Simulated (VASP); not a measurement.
# SnTe (Fm-3m) in VASP: further runs, part 2 of 2

VASP 6.6.1. Earlier steps stand in the parts before.

## (3) Single point, revPBE+D3(BJ)

This run uses another cell than the first one, of 33.16 Å³/atom, 1.019 times its volume.

INCAR

```
ALGO = Normal ; EDIFF = 1E-6
ENCUT = 520 ; GGA = RE
ISIF = 2 ; ISMEAR = -1
IVDW = 12 ; LASPH = T
LCHARG = T ; LELF = T
LREAL = F ; LVHAR = T
LWAVE = F ; NBANDS = 17
NELM = 80 ; PREC = Accurate
SIGMA = 0.05
```

KPOINTS

```
k-points
0
Gamma
  7 7 7
```

POSCAR

```
SnTe
1.0
    0.0000000000      3.2126470615      3.2126470615
    3.2126470615      0.0000000000      3.2126470615
    3.2126470615      3.2126470615      0.0000000000
Te Sn
1 1
Direct
    0.5000000000      0.5000000000      0.5000000000
    0.0000000000      0.0000000000      0.0000000000
```

Potentials or basis: VASP PAW PBE potentials, release 64 (Te, Sn_d).

Started as:

```bash
> cat potpaw_PBE.64/Te/POTCAR potpaw_PBE.64/Sn_d/POTCAR > POTCAR
> mpirun -np 1 vasp_std > vasp.out
```

OUTCAR:

```text
EDIFF = 1E-6
   ENCUT = 520
   GGA = RE
   ISIF = 2
   ISMEAR = -1
   IVDW = 12
   LASPH = T
   LREAL = F
   NELM = 80
   PREC = Accurate
 IVDW          = 12

 ion  position               nearest neighbor table
   1  0.500  0.500  0.500-   2 3.21   2 3.21   2 3.21   2 3.21   2 3.21   2 3.21
   2  0.000  0.000  0.000-   1 3.21   1 3.21   1 3.21   1 3.21   1 3.21   1 3.21

  LATTYP: Found a face centered cubic cell.
 ALAT       =     6.4252941230

  Lattice vectors:

[... 581 lines left out ...]

 Edisp (eV)   -1.41712

 E8    (eV) :    -1.0261

  FORCE on cell =-STRESS in cart. coord.  units (eV):
  Direction    XX          YY          ZZ          XY          YZ          ZX
  --------------------------------------------------------------------------------------
  -------------------------------------------------------------------------------------
  Total      -1.17435    -1.17435    -1.17435     0.00000     0.00000    -0.00000
  in kB     -28.37206   -28.37206   -28.37206     0.00000     0.00000    -0.00000
  external pressure =      -28.37 kB  Pullay stress =        0.00 kB

 VOLUME and BASIS-vectors are now :
 -----------------------------------------------------------------------------
  energy-cutoff  :      520.00
  volume of cell :       66.32
      direct lattice vectors                 reciprocal lattice vectors
     0.000000000  3.212647061  3.212647061    -0.155634899  0.155634899  0.155634899
     3.212647061  0.000000000  3.212647061     0.155634899 -0.155634899  0.155634899
     3.212647061  3.212647061  0.000000000     0.155634899  0.155634899 -0.155634899

 POSITION                                       TOTAL-FORCE (eV/Angst)
 -----------------------------------------------------------------------------------
      3.21265      3.21265      3.21265        -0.000000      0.000000     -0.000000
      0.00000      0.00000      0.00000         0.000000      0.000000      0.000000
 -----------------------------------------------------------------------------------
    total drift:                               -0.000000      0.000000      0.000000

  FREE ENERGIE OF THE ION-ELECTRON SYSTEM (eV)
  ---------------------------------------------------
  free  energy   TOTEN  =        -8.3813995917 eV

  energy  without entropy=       -8.3813465495  energy(sigma->0) =       -8.38137307
```

OSZICAR:

```text
N       E                     dE             d eps       ncg     rms          rms(c)
DAV:   1     0.124239169308E+03    0.12424E+03   -0.92983E+03   689   0.129E+03
DAV:   2     0.471404136487E+01   -0.11953E+03   -0.11625E+03   736   0.330E+02
DAV:   3    -0.668253607204E+01   -0.11397E+02   -0.11324E+02   832   0.898E+01
DAV:   4    -0.701281975843E+01   -0.33028E+00   -0.33010E+00   787   0.157E+01
DAV:   5    -0.702717008851E+01   -0.14350E-01   -0.14350E-01   986   0.319E+00    0.406E+00
DAV:   6    -0.695954131497E+01    0.67629E-01   -0.16584E-01   899   0.246E+00    0.255E+00
DAV:   7    -0.696248046866E+01   -0.29392E-02   -0.61835E-02   758   0.112E+00    0.898E-01
DAV:   8    -0.696411482190E+01   -0.16344E-02   -0.81373E-03   793   0.711E-01    0.180E-01
DAV:   9    -0.696421485555E+01   -0.10003E-03   -0.86715E-04   917   0.274E-01    0.597E-02
DAV:  10    -0.696426692801E+01   -0.52072E-04   -0.19300E-04   784   0.100E-01    0.175E-02
DAV:  11    -0.696428281054E+01   -0.15883E-04   -0.67792E-05   821   0.601E-02    0.241E-02
DAV:  12    -0.696428233271E+01    0.47784E-06   -0.35334E-06   794   0.106E-02
   1 F= -.83813996E+01 E0= -.83813731E+01  d E =-.530421E-04
```

stdout:

```text
POSCAR found type information on POSCAR TeSn
 POSCAR found :  2 types and       2 ions
 scaLAPACK will be used
 -----------------------------------------------------------------------------
|                                                                             |
|                                                                             |
|     You enforced a specific xc type in the INCAR file but a different       |
|     I HOPE YOU KNOW WHAT YOU ARE DOING!                                     |
|                                                                             |
 -----------------------------------------------------------------------------

 LDA part: xc-table for (Slater+PW92), standard interpolation
 POSCAR, INCAR and KPOINTS ok, starting setup
 FFT: planning ... GRIDC
 FFT: planning ... GRID_SOFT
 FFT: planning ... GRID
 WAVECAR not read
 entering main loop
```

Run time: 33 s. Hardware: 1 thread of AMD EPYC 7R43 (Zen 3), shared host; peak memory 0.18 GiB.

Results:

```yaml
Free_energy: -8.3814 eV
Pressure: -2.8 GPa
Dispersion_energy_per_atom: -0.709 eV
```

Caveat: the PAW data sets were made with another functional, which shifts forces and pressure a little.
